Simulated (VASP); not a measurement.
# Ti (P-1) in VASP: single point with PBEsol

Aim: the single point of Ti with PBEsol.

Program: VASP 6.6.1. These are calculated values, not measurements. Logs are shortened: lines on timing, memory, paths and dates and some standing lists are left out, and cuts for length are marked.

**1. The cell of the first run**

The typed cell holds 2 atoms: a = 2.900 Å, b = 2.900 Å, c = 4.591 Å, α = 90.00°, β = 90.00°, γ = 120.00°.

**2. Single point, PBEsol (atoms displaced along a vibrational mode)**

INCAR

```
  PREC = Accurate
  ENCUT = 520
  EDIFF = 1E-7
  ISMEAR = 0
  SIGMA = 0.15
  LREAL = F
  LASPH = T
  NELM = 100
  ALGO = Fast
  ISIF = 2
  LWAVE = F
  LCHARG = F
  GGA = PS
  NBANDS = 19
```

KPOINTS

```
regular mesh
0
Gamma
  18 18 10
```

POSCAR

```
Ti
1.0
    2.9001878204      0.0000000000      0.0000000000
   -1.4500939102      2.5116363282      0.0000000000
    0.0000000000      0.0000000000      4.5908109184
Ti
2
Direct
    0.3064385235      0.6666666667      0.2175438604
    0.6935614765      0.3333333333      0.7824561396
```

Potentials or basis: VASP PAW PBE potentials, release 64 (Ti_sv).

Launch:

```
$ cat potpaw_PBE.64/Ti_sv/POTCAR > POTCAR
$ mpirun -np 1 vasp_std > vasp.out
```

OUTCAR:

```text
PREC = Accurate
   ENCUT = 520
   EDIFF = 1E-7
   ISMEAR = 0
   LREAL = F
   LASPH = T
   NELM = 100
   ISIF = 2
   GGA = PS

 ion  position               nearest neighbor table
   1  0.306  0.667  0.218-   2 2.52   2 2.61   2 2.70
   2  0.694  0.333  0.782-   1 2.52   1 2.61   1 2.70

  LATTYP: Found a hexagonal cell.
 ALAT       =     2.9001878204
 C/A-ratio  =     1.5829357279

  Lattice vectors:

 A1 = (   2.9001878204,   0.0000000000,   0.0000000000)
 A2 = (  -1.4500939102,   2.5116363282,   0.0000000000)
 A3 = (   0.0000000000,   0.0000000000,   4.5908109184)

Analysis of symmetry for initial positions (statically):
=====================================================================
 Subroutine PRICEL returns:
 Original cell was already a primitive cell.

 Routine SETGRP: Setting up the symmetry group for a
 hexagonal supercell.

 Subroutine GETGRP returns: Found  2 space group operations
 (whereof  2 operations were pure point group operations)
 out of a pool of 24 trial point group operations.

The static configuration has the point symmetry S_2 .

Analysis of symmetry for dynamics (positions and initial velocities):
=====================================================================
 Subroutine PRICEL returns:
 Original cell was already a primitive cell.

 Routine SETGRP: Setting up the symmetry group for a
 hexagonal supercell.

 Subroutine GETGRP returns: Found  2 space group operations
 (whereof  2 operations were pure point group operations)
 out of a pool of 24 trial point group operations.

The dynamic configuration has the point symmetry S_2 .

 Subroutine INISYM returns: Found  2 space group operations
 (whereof  2 operations are pure point group operations),
 and found     1 'primitive' translations

----------------------------------------------------------------------------------------

                                     Primitive cell

  volume of cell :      33.4405

  direct lattice vectors                    reciprocal lattice vectors
     2.900187820  0.000000000  0.000000000     0.344805255  0.199073407  0.000000000
    -1.450093910  2.511636328  0.000000000     0.000000000  0.398146813  0.000000000
     0.000000000  0.000000000  4.590810918     0.000000000  0.000000000  0.217826440

  length of vectors
     2.900187820  2.900187820  4.590810918     0.398146813  0.398146813  0.217826440

  position of ions in fractional coordinates (direct lattice)
     0.306438523  0.666666667  0.217543860
     0.693561477  0.333333333  0.782456140

  ion indices of the primitive-cell ions
   primitive index   ion index
                 1           1
                 2           2

----------------------------------------------------------------------------------------

 KPOINTS: regular mesh

Automatic generation of k-mesh.
 Grid dimensions read from file:
 generate k-points for:   18   18   10

 Generating k-lattice:

  Cartesian coordinates                     Fractional coordinates (reciprocal lattice)
     0.019155847  0.011059634  0.000000000     0.055555556  0.000000000  0.000000000
     0.000000000  0.022119267  0.000000000     0.000000000  0.055555556  0.000000000
     0.000000000  0.000000000  0.021782644     0.000000000  0.000000000  0.100000000

  Length of vectors
     0.022119267  0.022119267  0.021782644

  Shift w.r.t. Gamma in fractional coordinates (k-lattice)
     0.000000000  0.000000000  0.000000000

 Subroutine IBZKPT returns following result:
 ===========================================

 Found   1624 irreducible k-points:

 Following reciprocal coordinates:
            Coordinates               Weight
  0.000000  0.000000  0.000000      1.000000
  0.055556 -0.000000  0.000000      2.000000
  0.000000  0.055556  0.000000      2.000000
 -0.055556  0.055556  0.000000      2.000000
  0.111111 -0.000000  0.000000      2.000000
  0.000000  0.111111  0.000000      2.000000
[... 16 lines left out ...]
  0.444444  0.000000  0.000000      2.000000
  0.000000  0.444444  0.000000      2.000000
 [... further k-points ...]
   k-points           NKPTS =   1624   k-points in BZ     NKDIM =   1624   number of bands    NBANDS=     19
   number of dos      NEDOS =    301   number of ions     NIONS =      2
   total plane-waves  NPLWV =  20736
   dimension x,y,z NGX =    24 NGY =   24 NGZ =   36
   dimension x,y,z NGXF=    48 NGYF=   48 NGZF=   72
   ions per type =               2
   NGX,Y,Z   is equivalent  to a cutoff of  13.76, 13.76, 13.04 a.u.
   NGXF,Y,Z  is equivalent  to a cutoff of  27.51, 27.51, 26.07 a.u.
 SYSTEM =  unknown system
   PREC   = accura    normal or accurate (medium, high low for compatibility)
   ISTART =      0    job   : 0-new  1-cont  2-samecut
   ICHARG =      2    charge: 1-file 2-atom 10-const
   ISPIN  =      1    spin polarized calculation?
   LNONCOLLINEAR =      F non collinear calculations
   LSORBIT =      F    spin-orbit coupling
   LASPH  =      T    aspherical Exc in radial PAW
   ENCUT  =  520.0 eV  38.22 Ry    6.18 a.u.   5.39  5.39  8.54*2*pi/ulx,y,z
   NELM   =    100;   NELMIN=  2; NELMDL= -5     # of ELM steps
   EDIFF  = 0.1E-06   stopping-criterion for ELM
   LREAL  =      F    real-space projection
   EDIFFG = 0.1E-05   stopping-criterion for IOM
   NSW    =      0    number of steps for IOM
   IBRION =     -1    ionic relax: 0-MD 1-quasi-New 2-CG
   NFREE  =      0    steps in history (QN), initial steepest desc. (CG)
   ISIF   =      2    stress and relaxation
   ISYM   =      2    0-nonsym 1-usesym 2-fastsym
   POTIM  = 0.5000    time-step for ionic-motion
   TEBEG  =    0.0;   TEEND  =   0.0 temperature during run
   PSTRESS=    0.0 pullay stress
   NELECT =      24.0000    total number of electrons
   NUPDOWN=      -1.0000    fix difference up-down
   EMIN   =  10.00;   EMAX   =-10.00  energy-range for DOS
   EFERMI =   0.00;   METHOD = LEGACY
   ISMEAR =     0;   SIGMA  =   0.15  broadening in eV -4-tet -1-fermi 0-gaus
   EFERMI_NEDOS =   21; number of points for ismear=-14 and -15
   IALGO  =     68    algorithm
   IMIX   =      4    mixing-type and parameters
     AMIX     =   0.40;   BMIX     =  1.00
     AMIX_MAG =   1.60;   BMIX_MAG =  1.00
  volume/ion in A,a.u.               =      16.72       112.83
  Fermi-wavevector in a.u.,A,eV,Ry     =   1.465732  2.769831 29.230341  2.148369
  Thomas-Fermi vector in A             =   2.581554
   LORBIT       =      0    0 simple, 1 ext, 2 COOP (PROOUT), +10 PAW based schemes
   GGA     = PS    functional components
   LHFCALC =     F    Hartree Fock is set to
   AEXX    =    0.0000 exact exchange contribution
   IVDW    =     0    specifies the selected vdW correction
   LEPSILON=     F    determine dielectric tensor
   LRPA    =     F    only Hartree local field effects (RPA)
 non-spin polarized calculation
 RMM-DIIS sequential band-by-band and
 Gauss-broadening in eV      SIGMA  =   0.15
  energy-cutoff  :      520.00
  volume of cell :       33.44
 maximum number of plane-waves:       929
 NGX is ok and might be reduce to    24
   NGX = 11   NGY = 11   NGZ = 17

 number of electron      23.9999997 magnetization

 Free energy of the ion-electron system (eV)
  ---------------------------------------------------
  ext. energy  EPLUGINS =         0.00000000
  ---------------------------------------------------
  free energy    TOTEN  =       -16.45080530 eV

  energy without entropy =      -16.42743712  energy(sigma->0) =      -16.43912121

 E-fermi :   8.5962     XC(G=0): -11.7750

 val. band max:        8.5960695644   @ k =  -0.2778  -0.1111   0.3000
 cond. band min:       8.5963304422   @ k =  -0.0556   0.1667   0.4000
 fundamental gap:      0.0002608779
 Fermi energy:         8.5961515686

 k-point     1 :       0.0000    0.0000    0.0000
  band No.  band energies     occupation
      1     -47.9890      2.00000
      2     -47.7400      2.00000
      3     -24.7830      2.00000
      4     -24.0211      2.00000
      5     -23.9501      2.00000
      6     -23.8492      2.00000
[... 11 lines left out ...]
     18      10.8869      0.00000
     19      11.7877      0.00000

 k-point     2 :       0.0556   -0.0000    0.0000
  band No.  band energies     occupation
      1     -47.9846      2.00000
      2     -47.7393      2.00000
      3     -24.7754      2.00000
      4     -24.0423      2.00000
      5     -23.9592      2.00000
      6     -23.8512      2.00000
[... 11 lines left out ...]
     18      10.8328      0.00000
     19      11.8596      0.00000

 k-point     3 :       0.0000    0.0556    0.0000
  band No.  band energies     occupation
      1     -47.9848      2.00000
      2     -47.7390      2.00000
      3     -24.7759      2.00000
      4     -24.0379      2.00000
      5     -23.9626      2.00000
      6     -23.8567      2.00000
[... 11 lines left out ...]
     18      10.8280      0.00000
     19      11.9467      0.00000

 k-point     4 :      -0.0556    0.0556    0.0000
  band No.  band energies     occupation
      1     -47.9851      2.00000
      2     -47.7387      2.00000
      3     -24.7766      2.00000
      4     -24.0273      2.00000
      5     -23.9738      2.00000
      6     -23.8592      2.00000
[... 11 lines left out ...]
     18      10.8506      0.00000
     19      12.1305      0.00000

 k-point     5 :       0.1111   -0.0000    0.0000
  band No.  band energies     occupation
      1     -47.9718      2.00000
      2     -47.7374      2.00000
      3     -24.7535      2.00000
      4     -24.1001      2.00000
      5     -23.9820      2.00000
      6     -23.8701      2.00000
[... 11 lines left out ...]
     18      10.7406      0.00000
     19      11.9963      0.00000
[... 334 lines left out ...]
      2     -47.7293      2.00000
      3     -24.6036      2.00000
      4     -24.5291      2.00000
      5     -24.1718      2.00000
      6     -24.1245      2.00000
[... 11 lines left out ...]
     18      12.0732      0.00000
     19      12.4510      0.00000

 k-point    22 :      -0.3889    0.3889    0.0000
  band No.  band energies     occupation
      1     -47.8649      2.00000
      2     -47.7132      2.00000
      3     -24.6149      2.00000
      4     -24.5131      2.00000
      5     -24.1837      2.00000
      6     -24.1598      2.00000
[... 11 lines left out ...]
     18      12.0175      0.00000
     19      12.6074      0.00000

 k-point    23 :       0.4444    0.0000    0.0000
  band No.  band energies     occupation
      1     -47.8058      2.00000
      2     -47.7570      2.00000
      3     -24.6381      2.00000
      4     -24.5284      2.00000
      5     -24.1557      2.00000
      6     -24.1119      2.00000
[... 11 lines left out ...]
     18      12.4945      0.00000
     19      12.8442      0.00000

 k-point    24 :       0.0000    0.4444    0.0000
  band No.  band energies     occupation
      1     -47.8301      2.00000
      2     -47.7329      2.00000
      3     -24.6064      2.00000
      4     -24.5707      2.00000
      5     -24.1805      2.00000
      6     -24.1290      2.00000
[... 11 lines left out ...]
     18      12.4860      0.00000
     19      12.7562      0.00000

 [... further k-points ...]

------------------------ aborting loop because EDIFF is reached ----------------------------------------

  FORCE on cell =-STRESS in cart. coord.  units (eV):
  Direction    XX          YY          ZZ          XY          YZ          ZX
  --------------------------------------------------------------------------------------
  -------------------------------------------------------------------------------------
  Total        0.5555196      0.4682057      1.4363967      0.5664576     -0.0004183      0.1077425
  in kB       26.6156864     22.4323617     68.8196854     27.1397420     -0.0200396      5.1620867
  external PRESSURE =      39.2892445 kB  Pullay stress =       0.0000000 kB

 VOLUME and BASIS-vectors are now :
 -----------------------------------------------------------------------------
  energy-cutoff  :      520.00
  volume of cell :       33.44
      direct lattice vectors                 reciprocal lattice vectors
     2.900187820  0.000000000  0.000000000     0.344805255  0.199073407  0.000000000
    -1.450093910  2.511636328  0.000000000     0.000000000  0.398146813  0.000000000
     0.000000000  0.000000000  4.590810918     0.000000000  0.000000000  0.217826440

 POSITION                                       TOTAL-FORCE (eV/Angst)
 -----------------------------------------------------------------------------------
     -0.07800      1.67442      0.99870         0.134892     -0.013704      1.789610
      1.52809      0.83721      3.59211        -0.134892      0.013704     -1.789610
 -----------------------------------------------------------------------------------
    total drift:                               -0.000000      0.000000     -0.000000

  FREE ENERGIE OF THE ION-ELECTRON SYSTEM (eV)
  ---------------------------------------------------
  free  energy   TOTEN  =       -16.4508053033 eV

  energy  without entropy=      -16.4274371228  energy(sigma->0) =      -16.43912121
```

Wall time 27 min (1 thread of Intel Xeon 6975P-C (Granite Rapids), shared host); peak memory 0.89 GiB.

What came out:

```yaml
Free_energy: -16.4508 eV
Pressure: 3.9 GPa
Largest_force: 1.795 eV/Å
Band_gap_on_the_k_mesh: zero (bands 12 and 13 overlap by 1.08 eV)
```

Forces in eV/Å, atoms in the order of the input:
```
Ti   0.135 -0.014  1.790
Ti  -0.135  0.014 -1.790
```

Caveat: the cell differs from its parent crystal (atoms displaced along a vibrational mode); the cell stands under pressure; the PAW data sets were made with another functional, which shifts forces and pressure a little.
